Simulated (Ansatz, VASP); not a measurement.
**BaF2: VASP beside Ansatz**

```
Ba F
1.0
     0.00000    3.19734    3.19734
     3.19734    0.00000    3.19734
     3.19734    3.19734    0.00000
Ba F
1 2
Direct
  0.00000 0.00000 0.00000
  0.25000 0.25000 0.25000
  0.75000 0.75000 0.75000
```

Alike in both runs: task single point; functional r2SCAN; k mesh 6 × 6 × 6; occupations gaussian, width 0.02 eV; no spin polarisation.

```csv
,VASP,Ansatz
version,VASP 6.6.1,Ansatz 0.2.0
potentials or method,"VASP PAW PBE potentials, release 64 (Ba_sv, F), cutoff 660 eV","scalar-relativistic, plane waves, PAW"
valence electrons in the cell,24,24
```

Ansatz gave:

| Quantity | Value |
| --- | --- |
| gap on the k mesh at the Fermi level (eV) | 7.01 |
| least direct gap on the mesh (eV) | 7.06 |
| pressure (GPa) | -4.6 |

Task: What did VASP give for the same quantities?

Result: gap on the k mesh at the Fermi level (eV): 6.95; least direct gap on the mesh (eV): 6.99; pressure (GPa): -4.1.

VASP's potentials were made for PBE, not for r2SCAN. With one functional, cell and mesh, what is left measures potentials, basis and numerics.

Neither program's run includes spin-orbit coupling.
